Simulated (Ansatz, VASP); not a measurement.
# One calculation of Ga4As3N, two programs

File INCAR:

```
  PREC = Accurate
  ENCUT = 600
  EDIFF = 1E-6
  ISMEAR = 0
  SIGMA = 0.1
  LREAL = F
  LASPH = T
  NELM = 80
  ALGO = Normal
  ISIF = 3
  LWAVE = F
  LCHARG = F
  GGA = PE
  IBRION = 2
  NSW = 90
  EDIFFG = -0.04
```

The input KPOINTS:

```
regular mesh
0
Gamma
  4 4 4
```

Contents of POSCAR:

```
Ga4As3N
1.0
   -2.6921381300      2.6921381300      5.3842762500
    2.6921381300     -2.6921381300      5.3842762500
    2.6921381300      2.6921381300     -5.3842762500
Ga As N
4 3 1
Direct
    0.0000000000      0.5000000000      0.5000000000
    0.7500000000      0.7500000000      0.0000000000
    0.5000000000      0.0000000000      0.5000000000
    0.2500000000      0.2500000000      0.0000000000
    0.2500000000      0.7500000000      0.5000000000
    0.7500000000      0.2500000000      0.5000000000
    0.5000000000      0.5000000000      0.0000000000
    0.0000000000      0.0000000000      0.0000000000
```

Input for Ansatz:

```yaml
crystal:
  lattice:
    - [-2.69213813, 2.69213813, 5.38427625]
    - [2.69213813, -2.69213813, 5.38427625]
    - [2.69213813, 2.69213813, -5.38427625]
  atoms:
    - { symbol: Ga, position: [0.0, 0.5, 0.5] }
    - { symbol: Ga, position: [0.75, 0.75, 0.0] }
    - { symbol: Ga, position: [0.5, 0.0, 0.5] }
    - { symbol: Ga, position: [0.25, 0.25, 0.0] }
    - { symbol: As, position: [0.25, 0.75, 0.5] }
    - { symbol: As, position: [0.75, 0.25, 0.5] }
    - { symbol: As, position: [0.5, 0.5, 0.0] }
    - { symbol: "N", position: [0.0, 0.0, 0.0] }
basis:
  ecutwfc: 420
kpoints:
  mp_grid: { grid: [4, 4, 4] }
hamiltonian:
  xc: pbe
scf:
  occupations: { method: gaussian, width: 0.1 }
  lower_state_search: "off"
output:
  forces: true
  stress: true
  eigenvalues: true
relax:
  adjacent_minimum: "off"
  f_tol: 0.04
  max_steps: 70
  cell: { stress_tol: 0.4 }
```

Alike in both runs: task relaxation of cell and atoms; functional PBE; k mesh 4 × 4 × 4; occupations gaussian, width 0.1 eV; no spin polarisation.

|  | VASP | Ansatz |
| --- | --- | --- |
| version | VASP 6.6.1 | Ansatz 0.2.0 |
| potentials or method | VASP PAW PBE potentials, release 64 (Ga_d, As, N), cutoff 600 eV | scalar-relativistic, plane waves, PAW |
| valence electrons in the cell | 72 | 102 |

|  | VASP | Ansatz | Ansatz less VASP |
| --- | --- | --- | --- |
| gap on the k mesh at the Fermi level, each at its own relaxed structure (eV) | none | none | - |
| relaxed volume (Å³/atom) | 17.58 | 17.60 | +0.021 |
| relaxed length of the cell vector where the two differ most in proportion (Å) | 6.626 | 6.654 | +0.0282 |

A gap of «none» marks a metal or a gap that the smearing closes. VASP's potentials hold 72 valence electrons a cell and Ansatz's 102, so a difference there can come from the potentials and not from the codes.

The k mesh is coarse, so the values compare programs but aren't converged.
